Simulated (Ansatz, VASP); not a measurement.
One calculation of ZnCdH4, two programs

```xyz
6
Lattice="3.2673 0.0000 0.0000 0.0000 3.2673 0.0000 0.0000 0.0000 6.1092" Properties=species:S:1:pos:R:3 pbc="T T T"
Zn    0.0000    0.0000    0.0000
Cd    1.6336    1.6336    3.0546
H     0.0000    0.0000    4.3153
H     1.6336    0.0000    0.0000
H     0.0000    1.6336    0.0000
H     0.0000    0.0000    1.7939
```

Alike in both runs: functional PBE; k mesh 12 × 12 × 6; occupations gaussian, width 0.1 eV; no spin polarisation.

Ansatz relaxed the structure, and its values are those at the end. VASP's run is a single point on that final structure, the one shown.

```csv
,VASP,Ansatz
version,VASP 6.6.1,Ansatz 0.2.0
potentials or method,"VASP PAW PBE potentials, release 64 (Zn, Cd, H), cutoff 520 eV","scalar-relativistic, plane waves, PAW"
valence electrons in the cell,28,36
```

|  | VASP | Ansatz | Ansatz less VASP |
| --- | --- | --- | --- |
| gap on the k mesh at the Fermi level (eV) | none | none | - |
| pressure (GPa) | 0.2 | 0.0 | -0.16 |
| rms of the force components (eV/Å) | 0.006 | 0.001 | -0.0054 |

A gap of «none» marks a metal or a gap that the smearing closes. VASP's potentials hold 28 valence electrons a cell and Ansatz's 36, so a difference there can come from the potentials and not from the codes.
